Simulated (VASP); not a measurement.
Wanted: the native input for a VASP 6.6.1 run.

```yaml
Task: density of states
Functional: PBE
Potentials_or_basis: VASP PAW PBE potentials, release 64 (Sc_sv, H)
Cutoff: 520 eV
k_mesh: 12 × 12 × 10
Occupations: gaussian, width 0.1 eV
Spin: no spin polarisation
Dipole_correction: no
k_mesh_for_the_DOS: 18 × 18 × 15
Occupations_for_the_DOS: tetrahedron
Further_INCAR_settings: ALGO = Normal; EDIFF = 1e-07; NBANDS = 17
```

The system is ScH5.

```
Sc H
1.0
     3.39443    0.00000    0.00000
    -1.69722    2.93967    0.00000
     0.00000    0.00000    3.98750
Sc H
1 5
Cartesian
  0.0000 0.0000 1.9938
  0.0000 1.9598 2.6670
  1.6972 0.9799 2.6670
  1.6972 0.9799 1.3205
  0.0000 1.9598 1.3205
  0.0000 0.0000 0.0000
```

These files were run (other wordings do the same):

POSCAR

```
ScH5
1.0
    3.3944329939      0.0000000000      0.0000000000
   -1.6972164970      2.9396652041      0.0000000000
    0.0000000000      0.0000000000      3.9875025885
Sc H
1 5
Direct
    0.0000000000      0.0000000000      0.5000000000
    0.3333333333      0.6666666667      0.6688433441
    0.6666666667      0.3333333333      0.6688433441
    0.6666666667      0.3333333333      0.3311566559
    0.3333333333      0.6666666667      0.3311566559
    0.0000000000      0.0000000000      0.0000000000
```

INCAR.step1

```
PREC = Accurate
ENCUT = 520
EDIFF = 1E-7
ISMEAR = 0
SIGMA = 0.1
LREAL = F
LASPH = T
NELM = 80
ALGO = Normal
ISIF = 2
LWAVE = F
LCHARG = T
LMAXMIX = 4
GGA = PE
NBANDS = 17
```

KPOINTS.step1

```
regular mesh
0
Gamma
  12 12 10
```

INCAR.step2

```
PREC = Accurate
ENCUT = 520
EDIFF = 1E-7
ISMEAR = -5
SIGMA = 0.1
LREAL = F
LASPH = T
NELM = 80
ALGO = Normal
ISIF = 2
LWAVE = F
LCHARG = F
LMAXMIX = 4
GGA = PE
LORBIT = 10
NBANDS = 17
NEDOS = 2001
ICHARG = 11
```

KPOINTS.step2

```
regular mesh
0
Gamma
  18 18 15
```

Potentials or basis: VASP PAW PBE potentials, release 64 (Sc_sv, H).

The run is started by

```bash
$ cat potpaw_PBE.64/Sc_sv/POTCAR potpaw_PBE.64/H/POTCAR > POTCAR
$ cp INCAR.step1 INCAR
$ cp KPOINTS.step1 KPOINTS
$ mpirun -np 1 vasp_std > vasp.out
$ cp INCAR.step2 INCAR
$ cp KPOINTS.step2 KPOINTS
$ mpirun -np 1 vasp_std > vasp.out
```

It gave:

* Valence electrons inside the program's atomic spheres: Sc 9.60; H 0.51, 0.53

It took 2.5 min on 1 thread of Intel(R) Xeon(R) Platinum 8488C (Sapphire Rapids), with other jobs on the host, peak memory 0.3 GiB.
